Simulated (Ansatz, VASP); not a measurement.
Two plane-wave programs on AlN

Contents of INCAR:

```
SYSTEM = AlN
PREC = Accurate
ENCUT = 520
EDIFF = 1E-7
ISMEAR = 0
SIGMA = 0.05
LREAL = .False.
LASPH = .True.
NELM = 80
ALGO = Normal
ISIF = 2
LWAVE = .False.
LCHARG = .False.
GGA = CA
NBANDS = 26
```

File KPOINTS:

```
Automatic mesh
0
Gamma
  8 6 4
  0 0 0
```

The input POSCAR:

```
AlN
1.0
   -1.6378403119      2.8368226349      0.0000000000
    0.0000000000      0.0000000000      4.1006264518
    4.9135209358      2.8368226349      0.0000000000
Al N
4 4
Direct
    0.4104347512      0.7500000000      0.2125210404
    1.0000000000      0.7500000000      0.6666666667
    0.0000000000      0.2500000000      0.3333333333
    0.5000000000      0.2500000000      0.8333333333
    0.5000000000      0.2500000000      0.1666666667
    1.0000000000      0.2500000000      0.6666666667
    0.0000000000      0.7500000000      0.3333333333
    0.5000000000      0.7500000000      0.8333333333
```

Input for Ansatz:

```yaml
crystal:
  lattice:
    - [-1.6378403119, 2.8368226349, 0.0]
    - [0.0, 0.0, 4.1006264518]
    - [4.9135209358, 2.8368226349, 0.0]
  atoms:
    - { symbol: Al, position: [0.4104347512, 0.75, 0.2125210404] }
    - { symbol: Al, position: [1.0, 0.75, 0.6666666667] }
    - { symbol: Al, position: [0.0, 0.25, 0.3333333333] }
    - { symbol: Al, position: [0.5, 0.25, 0.8333333333] }
    - { symbol: "N", position: [0.5, 0.25, 0.1666666667] }
    - { symbol: "N", position: [1.0, 0.25, 0.6666666667] }
    - { symbol: "N", position: [0.0, 0.75, 0.3333333333] }
    - { symbol: "N", position: [0.5, 0.75, 0.8333333333] }
basis:
  ecutwfc: 420
kpoints:
  mp_grid: { grid: [8, 6, 4] }
hamiltonian:
  xc: lda
  pseudopotentials: { kind: paw, azcp: { folder: soft_1 } }
scf:
  occupations: { method: gaussian, width: 0.05 }
output:
  forces: true
  stress: true
  eigenvalues: true
  write_density: true
  write_potential: true
  elf: true
  volumetric_format: npy
```

Alike in both runs: task single point; functional LDA; k mesh 8 × 6 × 4; occupations gaussian, width 0.05 eV; no spin polarisation.

|  | VASP | Ansatz |
| --- | --- | --- |
| version | VASP 6.6.1 | Ansatz 0.2.0 |
| potentials or method | VASP PAW LDA potentials, release 64 (Al, N), cutoff 520 eV | scalar-relativistic, plane waves, PAW |
| valence electrons in the cell | 32 | 32 |

VASP gave:

```
gap on the k mesh at the Fermi level (eV)                     : 3.21
least direct gap on the mesh (eV)                             : 3.21
pressure (GPa)                                                : 10.9
traceless stress, the component that is largest in VASP (GPa) : -18.44
rms of the force components (eV/Å)                            : 4.100
```

**Question.** Which values does Ansatz return?

**Answer.** gap on the k mesh at the Fermi level (eV): 3.20; least direct gap on the mesh (eV): 3.20; pressure (GPa): 10.0; traceless stress, the component that is largest in VASP (GPa): -18.02; rms of the force components (eV/Å): 4.030.

Ansatz warns that its potentials were made for another functional, while VASP's fit it. LDA's correlation is that of Perdew and Zunger in VASP and of Perdew and Wang (1992) in Ansatz. Atom by atom the forces differ by 0.071 eV/Å (rms over components).
